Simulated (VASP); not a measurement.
# CdSe (P1) in VASP: a series of runs

CdSe is run at these levels: PBE; tasks: single point.

Everything below comes from runs of VASP 6.6.1. Logs are shortened: lines on timing, memory, paths and dates and some standing lists are left out, and cuts for length are marked.

## Step 1: The cell of the first run

The typed cell holds 16 atoms: a = 7.066 Å, b = 7.066 Å, c = 7.066 Å, α = 90.00°, β = 90.00°, γ = 90.00°.

## Step 2: Single point, PBE

Contents of INCAR:

```
SYSTEM = CdSe
PREC = Accurate ; ENCUT = 520
EDIFF = 1E-6 ; ISMEAR = -1
SIGMA = 0.19 ; LREAL = Auto
LASPH = .True. ; NELM = 100
ALGO = Normal ; ISIF = 2
LWAVE = .False. ; LCHARG = .False.
GGA = PE ; NBANDS = 86
```

Contents of KPOINTS:

```
Automatic mesh
0
Gamma
  2 2 2
  0 0 0
```

Contents of POSCAR:

```
CdSe
1.0
    7.0662034668      0.0000000000      0.0000000000
    0.0000000000      7.0662034668      0.0000000000
    0.0000000000      0.0000000000      7.0662034668
Cd Se
8 8
Direct
    0.0094179286     -0.0188242527     -0.0066237832
   -0.0094476476     -0.0009364293      0.5088932150
    0.0082269072      0.4896325185     -0.0073668980
   -0.0278101248      0.5064640463      0.5166199950
    0.4778980701     -0.0086685871     -0.0096941732
    0.5076695027      0.0098144641      0.5142395088
    0.4846479465      0.5131840623     -0.0157056049
    0.5060285933      0.5444584235      0.4948241324
    0.2430435252      0.2355331272      0.2824518158
    0.2822903430      0.2414995560      0.7436979454
    0.2651769099      0.7357010061      0.2530825794
    0.2478618127      0.7458937497      0.7432510293
    0.7761647433      0.2623514888      0.2756378314
    0.7435274153      0.2462241582      0.7381385244
    0.7440937732      0.7667942234      0.2315509322
    0.7595762032      0.7160040075      0.7390414138
```

Potentials or basis: VASP PAW PBE potentials, release 64 (Cd, Se).

Command:

```console
cat potpaw_PBE.64/Cd/POTCAR potpaw_PBE.64/Se/POTCAR > POTCAR
mpirun -np 1 vasp_std > vasp.out
```

OUTCAR:

```text
SYSTEM = CdSe
   PREC = Accurate
   ENCUT = 520
   EDIFF = 1E-6
   ISMEAR = -1
   LREAL = Auto
   LASPH = .True.
   NELM = 100
   ISIF = 2
   GGA = PE

 ion  position               nearest neighbor table
   1  0.009  0.981  0.993-  15 2.94  12 2.95  11 3.11  16 3.14   9 3.18  10 3.20  14 3.21  13 3.26
                             5 3.31   2 3.43   3 3.47   3 3.59   2 3.65   5 3.76
   2  0.991  0.999  0.509-  13 2.91   9 2.92  14 2.95  12 3.04  16 3.05  15 3.09  10 3.15  11 3.24
                             6 3.41   1 3.43   4 3.48   4 3.59   1 3.65   6 3.66
   3  0.008  0.490  0.993-  16 2.98  12 3.04  13 3.04  14 3.11  11 3.12  10 3.15  15 3.19   9 3.19
                             7 3.37   4 3.38   1 3.47   1 3.59   7 3.70   4 3.71
   4  0.972  0.506  0.517-  16 2.63  13 2.79  14 2.91  12 3.04  15 3.17   9 3.17  11 3.22   8 3.31
                             3 3.38   2 3.48   2 3.59   3 3.71
   5  0.478  0.991  0.990-  10 2.84  12 2.95  15 2.99  11 3.00  14 3.15   9 3.16   1 3.31   6 3.37
                             7 3.38   7 3.69   6 3.71   1 3.76
   6  0.508  0.010  0.514-  10 2.80  14 2.84   9 2.95  12 3.08  13 3.10  15 3.12  16 3.16  11 3.18
                             8 3.29   5 3.37   2 3.41   2 3.66   5 3.71   8 3.78
   7  0.485  0.513  0.984-  12 2.90  11 2.91  10 2.94  16 2.97  15 3.10  14 3.15   3 3.37   5 3.38
                             8 3.47   8 3.62   5 3.69   3 3.70
   8  0.506  0.544  0.495-  11 2.76  16 2.77  12 2.90  15 2.96  13 3.16  10 3.19  14 3.20   9 3.24
                             6 3.29   4 3.31   7 3.47   7 3.62   6 3.78
   9  0.243  0.236  0.282-   2 2.92   6 2.95   5 3.16   4 3.17   1 3.18   3 3.19   8 3.24
  10  0.282  0.241  0.744-   6 2.80   5 2.84   7 2.94   3 3.15   2 3.15   8 3.19   1 3.20
  11  0.265  0.736  0.253-   8 2.76   7 2.91   5 3.00   1 3.11   3 3.12   6 3.18   4 3.22   2 3.24

  12  0.248  0.746  0.743-   7 2.90   8 2.90   5 2.95   1 2.95   4 3.04   2 3.04   3 3.04   6 3.08

  13  0.776  0.262  0.276-   4 2.79   2 2.91   3 3.04   6 3.10   8 3.16   1 3.26
  14  0.744  0.246  0.738-   6 2.84   4 2.91   2 2.95   3 3.11   7 3.15   5 3.15   8 3.20   1 3.21

  15  0.744  0.767  0.232-   1 2.94   8 2.96   5 2.99   2 3.09   7 3.10   6 3.12   4 3.17   3 3.19

  16  0.760  0.716  0.739-   4 2.63   8 2.77   7 2.97   3 2.98   2 3.05   1 3.14   6 3.16

  LATTYP: Found a simple cubic cell.
 ALAT       =     7.0662034668

  Lattice vectors:

 A1 = (   7.0662034668,   0.0000000000,   0.0000000000)
 A2 = (   0.0000000000,   7.0662034668,   0.0000000000)
 A3 = (   0.0000000000,   0.0000000000,   7.0662034668)

Analysis of symmetry for initial positions (statically):
=====================================================================
 Subroutine PRICEL returns:
 Original cell was already a primitive cell.

 Routine SETGRP: Setting up the symmetry group for a
 simple cubic supercell.

 Subroutine GETGRP returns: Found  1 space group operations
 (whereof  1 operations were pure point group operations)
 out of a pool of 48 trial point group operations.

The static configuration has the point symmetry C_1 .

Analysis of symmetry for dynamics (positions and initial velocities):
=====================================================================
 Subroutine PRICEL returns:
 Original cell was already a primitive cell.

 Routine SETGRP: Setting up the symmetry group for a
 simple cubic supercell.

 Subroutine GETGRP returns: Found  1 space group operations
 (whereof  1 operations were pure point group operations)
 out of a pool of 48 trial point group operations.

The dynamic configuration has the point symmetry C_1 .

 Subroutine INISYM returns: Found  1 space group operations
 (whereof  1 operations are pure point group operations),
 and found     1 'primitive' translations

----------------------------------------------------------------------------------------

                                     Primitive cell

  volume of cell :     352.8242

  direct lattice vectors                    reciprocal lattice vectors
     7.066203467  0.000000000  0.000000000     0.141518710  0.000000000  0.000000000
     0.000000000  7.066203467  0.000000000     0.000000000  0.141518710  0.000000000
     0.000000000  0.000000000  7.066203467     0.000000000  0.000000000  0.141518710

  length of vectors
     7.066203467  7.066203467  7.066203467     0.141518710  0.141518710  0.141518710

  position of ions in fractional coordinates (direct lattice)
     0.009417929  0.981175747  0.993376217
     0.990552352  0.999063571  0.508893215
     0.008226907  0.489632519  0.992633102
     0.972189875  0.506464046  0.516619995
     0.477898070  0.991331413  0.990305827
     0.507669503  0.009814464  0.514239509
[... 8 lines left out ...]
     0.744093773  0.766794223  0.231550932
     0.759576203  0.716004007  0.739041414

  ion indices of the primitive-cell ions
   primitive index   ion index
                 1           1
                 2           2
                 3           3
                 4           4
                 5           5
                 6           6
[... 8 lines left out ...]
                15          15
                16          16

----------------------------------------------------------------------------------------

 KPOINTS: Automatic mesh

Automatic generation of k-mesh.
 Grid dimensions read from file:
 generate k-points for:    2    2    2

 Generating k-lattice:

  Cartesian coordinates                     Fractional coordinates (reciprocal lattice)
     0.070759355  0.000000000  0.000000000     0.500000000  0.000000000  0.000000000
     0.000000000  0.070759355  0.000000000     0.000000000  0.500000000  0.000000000
     0.000000000  0.000000000  0.070759355     0.000000000  0.000000000  0.500000000

  Length of vectors
     0.070759355  0.070759355  0.070759355

  Shift w.r.t. Gamma in fractional coordinates (k-lattice)
     0.000000000  0.000000000  0.000000000

 Subroutine IBZKPT returns following result:
 ===========================================

 Found      8 irreducible k-points:

 Following reciprocal coordinates:
            Coordinates               Weight
  0.000000  0.000000  0.000000      1.000000
  0.500000  0.000000  0.000000      1.000000
  0.000000  0.500000  0.000000      1.000000
  0.000000  0.000000  0.500000      1.000000
  0.500000  0.500000  0.000000      1.000000
  0.000000  0.500000  0.500000      1.000000
  0.500000  0.000000  0.500000      1.000000
  0.500000  0.500000  0.500000      1.000000
   k-points           NKPTS =      8   k-points in BZ     NKDIM =      8   number of bands    NBANDS=     86
   number of dos      NEDOS =    301   number of ions     NIONS =     16
   total plane-waves  NPLWV = 157464
   dimension x,y,z NGX =    54 NGY =   54 NGZ =   54
   dimension x,y,z NGXF=   108 NGYF=  108 NGZF=  108
   ions per type =               8   8
   NGX,Y,Z   is equivalent  to a cutoff of  12.70, 12.70, 12.70 a.u.
   NGXF,Y,Z  is equivalent  to a cutoff of  25.41, 25.41, 25.41 a.u.
 SYSTEM =  CdSe
   PREC   = accura    normal or accurate (medium, high low for compatibility)
   ISTART =      0    job   : 0-new  1-cont  2-samecut
   ICHARG =      2    charge: 1-file 2-atom 10-const
   ISPIN  =      1    spin polarized calculation?
   LNONCOLLINEAR =      F non collinear calculations
   LSORBIT =      F    spin-orbit coupling
   LASPH  =      T    aspherical Exc in radial PAW
   ENCUT  =  520.0 eV  38.22 Ry    6.18 a.u.  13.14 13.14 13.14*2*pi/ulx,y,z
   NELM   =    100;   NELMIN=  2; NELMDL= -5     # of ELM steps
   EDIFF  = 0.1E-05   stopping-criterion for ELM
   LREAL  =      T    real-space projection
   EDIFFG = 0.1E-04   stopping-criterion for IOM
   NSW    =      0    number of steps for IOM
   IBRION =     -1    ionic relax: 0-MD 1-quasi-New 2-CG
   NFREE  =      0    steps in history (QN), initial steepest desc. (CG)
   ISIF   =      2    stress and relaxation
   ISYM   =      2    0-nonsym 1-usesym 2-fastsym
   POTIM  = 0.5000    time-step for ionic-motion
   TEBEG  =    0.0;   TEEND  =   0.0 temperature during run
   PSTRESS=    0.0 pullay stress
   NELECT =     144.0000    total number of electrons
   NUPDOWN=      -1.0000    fix difference up-down
   EMIN   =  10.00;   EMAX   =-10.00  energy-range for DOS
   EFERMI =   0.00;   METHOD = LEGACY
   ISMEAR =    -1;   SIGMA  =   0.19  broadening in eV -4-tet -1-fermi 0-gaus
   EFERMI_NEDOS =   21; number of points for ismear=-14 and -15
   IALGO  =     38    algorithm
   IMIX   =      4    mixing-type and parameters
     AMIX     =   0.40;   BMIX     =  1.00
     AMIX_MAG =   1.60;   BMIX_MAG =  1.00
  volume/ion in A,a.u.               =      22.05       148.81
  Fermi-wavevector in a.u.,A,eV,Ry     =   1.214347  2.294783 20.063682  1.474639
  Thomas-Fermi vector in A             =   2.349770
   LORBIT       =      0    0 simple, 1 ext, 2 COOP (PROOUT), +10 PAW based schemes
   GGA     = PE    functional components
   LHFCALC =     F    Hartree Fock is set to
   AEXX    =    0.0000 exact exchange contribution
   IVDW    =     0    specifies the selected vdW correction
   LEPSILON=     F    determine dielectric tensor
   LRPA    =     F    only Hartree local field effects (RPA)
 non-spin polarized calculation
  energy-cutoff  :      520.00
  volume of cell :      352.82
 maximum number of plane-waves:      9540
 NGX is ok and might be reduce to    54
   NGX = 27   NGY = 27   NGZ = 27

 number of electron     144.0000022 magnetization

 Free energy of the ion-electron system (eV)
  ---------------------------------------------------
  ext. energy  EPLUGINS =         0.00000000
  ---------------------------------------------------
  free energy    TOTEN  =       -34.74653806 eV

  energy without entropy =      -33.82160266  energy(sigma->0) =      -34.28407036

 E-fermi :   3.6564     XC(G=0): -10.4763

 val. band max:        3.6230536010   @ k =   0.0000   0.0000   0.0000
 cond. band min:       3.6755050807   @ k =   0.0000   0.0000   0.0000
 fundamental gap:      0.0524514797
 Fermi energy:         3.6564415925

 k-point     1 :       0.0000    0.0000    0.0000
  band No.  band energies     occupation
      1     -10.3916      2.00000
      2      -9.5278      2.00000
      3      -9.4621      2.00000
      4      -9.4075      2.00000
      5      -9.0370      2.00000
      6      -8.9803      2.00000
[... 76 lines left out ...]
     83       6.2681      0.00000
     84       7.3445      0.00000

 k-point     2 :       0.5000    0.0000    0.0000
  band No.  band energies     occupation
      1     -10.0423      2.00000
      2      -9.9543      2.00000
      3      -9.3500      2.00000
      4      -9.3204      2.00000
      5      -9.1806      2.00000
      6      -9.0980      2.00000
[... 511 lines left out ...]
     83       7.0165      0.00000
     84       7.2099      0.00000

 k-point     8 :       0.5000    0.5000    0.5000
  band No.  band energies     occupation
      1      -9.7128      2.00000
      2      -9.5104      2.00000
      3      -9.4682      2.00000
      4      -9.3825      2.00000
      5      -9.3526      2.00000
      6      -9.1446      2.00000
[... 76 lines left out ...]
     83       8.3492      0.00000
     84       8.3742      0.00000
 [bands above 84 left out]

------------------------ aborting loop because EDIFF is reached ----------------------------------------

  FORCE on cell =-STRESS in cart. coord.  units (eV):
  Direction    XX          YY          ZZ          XY          YZ          ZX
  --------------------------------------------------------------------------------------
  -------------------------------------------------------------------------------------
  Total        8.2492310      8.0868838      6.6710465     -0.5058209      0.6480328     -0.1859897
  in kB       37.4598154     36.7225954     30.2932687     -2.2969361      2.9427215     -0.8445804
  external PRESSURE =      34.8252265 kB  Pullay stress =       0.0000000 kB

 VOLUME and BASIS-vectors are now :
 -----------------------------------------------------------------------------
  energy-cutoff  :      520.00
  volume of cell :      352.82
      direct lattice vectors                 reciprocal lattice vectors
     7.066203467  0.000000000  0.000000000     0.141518710  0.000000000  0.000000000
     0.000000000  7.066203467  0.000000000     0.000000000  0.141518710  0.000000000
     0.000000000  0.000000000  7.066203467     0.000000000  0.000000000  0.141518710

 POSITION                                       TOTAL-FORCE (eV/Angst)
 -----------------------------------------------------------------------------------
      0.06655      6.93319      7.01940        -0.164583      0.211401      0.143670
      6.99944      7.05959      3.59594         0.094224      0.003766     -0.118756
      0.05813      3.45984      7.01415        -0.046087     -0.178971      0.321554
      6.86969      3.57878      3.65054         0.665345     -0.298300     -0.611866
      3.37692      7.00495      6.99770         0.164658      0.134144      0.361517
      3.58730      0.06935      3.63372         0.022230     -0.009847     -0.438777
[... 8 lines left out ...]
      5.25792      5.41832      1.63619         0.204817      0.920438     -0.554619
      5.36732      5.05943      5.22222        -0.330596      0.382053      0.219480
 -----------------------------------------------------------------------------------
    total drift:                                0.004677      0.007722      0.003774

  FREE ENERGIE OF THE ION-ELECTRON SYSTEM (eV)
  ---------------------------------------------------
  free  energy   TOTEN  =       -34.7465380633 eV

  energy  without entropy=      -33.8216026593  energy(sigma->0) =      -34.28407036
```

Wall time 5.5 min (1 thread of Intel Xeon Platinum 8488C (Sapphire Rapids), shared host); peak memory 0.45 GiB.

Results:

| Property | Result |
| --- | --- |
| Free energy | -34.7465 eV |
| Pressure | 3.5 GPa |
| Largest force | 1.457 eV/Å |
| Band gap on the k mesh | zero (bands 72 and 73 overlap by 0.04 eV) |

Forces on the atoms (eV/Å):
```
Cd  -0.165  0.211  0.144
Cd   0.094  0.004 -0.119
Cd  -0.046 -0.179  0.322
Cd   0.665 -0.298 -0.612
Cd   0.165  0.134  0.362
Cd   0.022 -0.010 -0.439
Cd   0.105 -0.228  0.204
Cd  -0.183 -0.518 -0.239
Se   0.142 -0.473 -0.285
Se  -0.335  0.484  0.937
Se  -0.333 -0.514 -0.336
Se  -0.301  0.359  0.105
Se  -0.234  0.786 -0.555
Se   0.528 -1.061  0.846
Se   0.205  0.920 -0.555
Se  -0.331  0.382  0.219
```

Caveat: the k points lie up to 0.44 Å⁻¹ apart; the atoms stand as in a frame of molecular dynamics; semilocal functionals underestimate gaps, so a narrow gap can read as zero; forces of over 1 eV/Å act on the atoms, so gaps and moduli don't describe the material at rest.

## Step 3: Single point, PBE

Contents of INCAR:

```
  ALGO = Normal
  EDIFF = 1E-6
  ENCUT = 520
  GGA = PE
  ISIF = 2
  ISMEAR = -1
  LASPH = T
  LCHARG = F
  LREAL = Auto
  LWAVE = F
  NBANDS = 86
  NELM = 100
  PREC = Accurate
  SIGMA = 0.19
```

Contents of KPOINTS:

```
k-points
0
Gamma
  2 2 2
```

Contents of POSCAR:

```
CdSe
1.0
    7.0662034668      0.0000000000      0.0000000000
    0.0000000000      7.0662034668      0.0000000000
    0.0000000000      0.0000000000      7.0662034668
Cd Se
8 8
Direct
    0.0135323021     -0.0273520287     -0.0094408547
   -0.0137744406     -0.0013380594      0.5128547482
    0.0120600830      0.4841737173     -0.0100953787
   -0.0396153325      0.5088313713      0.5231277329
    0.4676487191     -0.0124758649     -0.0134558820
    0.5114019172      0.0145914281      0.5200192745
    0.4775066294      0.5189617051     -0.0227600296
    0.5084697910      0.5646285192      0.4917227499
    0.2402999019      0.2268227921      0.2969921557
    0.2966226503      0.2391016630      0.7441704764
    0.2713025473      0.7268842490      0.2533357564
    0.2457620996      0.7451939397      0.7404159850
    0.7879245236      0.2711715009      0.2859645932
    0.7424122479      0.2404435434      0.7355794416
    0.7419844369      0.7782838445      0.2206021957
    0.7630438361      0.7008941963      0.7343666262
```

Potentials or basis: VASP PAW PBE potentials, release 64 (Cd, Se).

Command:

```console
cat potpaw_PBE.64/Cd/POTCAR potpaw_PBE.64/Se/POTCAR > POTCAR
mpirun -np 1 vasp_std > vasp.out
```

Run time: 5.7 min. Hardware: 1 thread of Intel Xeon Platinum 8488C (Sapphire Rapids), shared host; peak memory 0.45 GiB.

It converged, with:

* Free energy: -34.3866 eV
* Pressure: 5.3 GPa
* Largest force: 2.129 eV/Å
* Band gap on the k mesh: zero (bands 72 and 73 overlap by 0.02 eV)

Forces on the atoms (eV/Å):
```
Cd  -0.264  0.281  0.227
Cd   0.140 -0.025 -0.164
Cd  -0.084 -0.273  0.496
Cd   1.495 -0.757 -1.312
Cd   0.322  0.139  0.618
Cd   0.055 -0.146 -0.780
Cd   0.173 -0.328  0.304
Cd  -0.178 -0.818 -0.320
Se   0.177 -0.644 -0.299
Se  -0.598  0.903  1.291
Se  -0.613 -0.641 -0.614
Se  -0.455  0.532  0.067
Se  -0.391  0.919 -0.925
Se   0.780 -1.420  1.037
Se   0.346  1.124 -0.640
Se  -0.905  1.155  1.013
```

Stress tensor (GPa, compression positive):
```
 5.64 -0.67 -0.22
-0.67  5.71  0.82
-0.22  0.82  4.51
```

Levels at points of the mesh, in eV from the Fermi level:
```tsv
k point	band 68	band 69	band 70	band 71	band 72	band 73	band 74	band 75	band 76	band 77
(0.00, 0.00, 0.00)	-0.45	-0.41	-0.25	-0.16	-0.10	-0.01	0.06	0.23	0.42	1.43
(0.50, 0.00, 0.00)	-0.91	-0.83	-0.58	-0.34	-0.29	-0.07	0.34	0.68	0.91	1.06
(0.00, 0.50, 0.00)	-1.04	-0.68	-0.48	-0.32	-0.05	0.03	0.22	0.47	0.88	1.06
(0.00, 0.00, 0.50)	-0.74	-0.58	-0.38	-0.27	-0.18	0.00	0.50	0.58	0.71	0.87
(0.50, 0.50, 0.00)	-1.34	-1.02	-0.71	-0.47	-0.41	0.72	0.83	1.03	1.16	2.03
(0.00, 0.50, 0.50)	-1.11	-0.99	-0.66	-0.49	-0.15	0.56	0.72	0.96	1.25	1.99
(0.50, 0.00, 0.50)	-1.25	-0.85	-0.79	-0.54	-0.49	0.68	0.91	1.06	1.18	2.08
(0.50, 0.50, 0.50)	-2.09	-2.06	-1.90	-1.69	-1.64	1.58	1.62	1.83	1.91	2.17
```

Caveat: the k points lie up to 0.44 Å⁻¹ apart; the atoms stand as in a frame of molecular dynamics; semilocal functionals underestimate gaps, so a narrow gap can read as zero; forces of over 1 eV/Å act on the atoms, so gaps and moduli don't describe the material at rest.
